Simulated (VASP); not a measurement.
The system is CdS.

```xyz
8
Lattice="-1.9680 3.3458 -0.0657 0.0490 -0.0985 6.7631 5.7621 3.2640 -0.0070" Properties=species:S:1:pos:R:3 pbc="T T T"
Cd    2.0185    3.1296    6.6772
Cd    0.0446   -0.0907    6.6775
Cd   -1.9714    3.2267    3.3588
Cd    1.8746    3.2817    3.4193
S     0.0267    2.1869    1.6699
S     1.9079    5.5224    1.5948
S    -0.0675    4.3890    5.0177
S     3.8583    4.3828    5.0503
```

| Item | Value |
| --- | --- |
| Program | VASP 6.6.1 |
| Task | relaxation of cell and atoms |
| Functional | PBE |
| Potentials or basis | VASP PAW PBE potentials, release 64 (Cd, S) |
| Cutoff | 600 eV |
| k mesh | 4 × 2 × 2 |
| Occupations | gaussian, width 0.1 eV |
| Spin | no spin polarisation |

At the start: pressure -1.4 GPa; volume 21.72 Å³/atom.

Where does the relaxation end?

Over 16 steps the energy falls by 28.1 meV/atom and the volume is 21.20 Å³/atom (-2.4 %); space group P1 (No. 1, to 0.1 Å) before, C2/c (No. 15, to 0.1 Å).

Step by step:
```
step  energy change (eV)  largest force (eV/Å)  pressure (GPa)  volume (Å³)
   1              0.0000                0.7582           -1.42       173.78
   2             -0.1527                0.4401            0.41       168.94
   3             -0.1744                0.2881            1.56       166.44
   4             -0.2096                0.1294           -0.18       170.35
   5             -0.2096                0.1282           -0.17       170.28
   6             -0.2133                0.1121           -0.06       170.01
   7             -0.2190                0.0735            0.23       169.20
   8             -0.2213                0.0451           -0.26       170.26
   9             -0.2213                0.0455           -0.24       170.21
  10             -0.2230                0.0456           -0.07       169.77
  11             -0.2232                0.0492           -0.02       169.63
  12             -0.2240                0.0288            0.05       169.44
  13             -0.2243                0.0341            0.15       169.22
  14             -0.2247                0.0332           -0.03       169.61
  15             -0.2247                0.0333           -0.06       169.67
  16             -0.2249                0.0234           -0.04       169.64
```

Final structure:
```cif
data_structure
_symmetry_space_group_name_H-M 'P 1'
_symmetry_Int_Tables_number 1
_cell_length_a 3.9059
_cell_length_b 6.4694
_cell_length_c 6.7146
_cell_angle_alpha 89.823
_cell_angle_beta 89.997
_cell_angle_gamma 91.114
_cell_volume 169.64
loop_
_atom_site_label
_atom_site_type_symbol
_atom_site_fract_x
_atom_site_fract_y
_atom_site_fract_z
_atom_site_occupancy
Cd1 Cd 0.49763 0.00150 0.50176 1
Cd2 Cd 0.99824 0.99982 0.00060 1
Cd3 Cd 0.00196 0.49948 0.99967 1
Cd4 Cd 0.50010 0.50097 0.49844 1
S1 S 0.50132 0.24910 0.16735 1
S2 S 0.99964 0.25002 0.66767 1
S3 S 0.00113 0.74983 0.33235 1
S4 S 0.49999 0.74928 0.83217 1
```

Caveat: the k points lie up to 0.49 Å⁻¹ apart in the final cell.
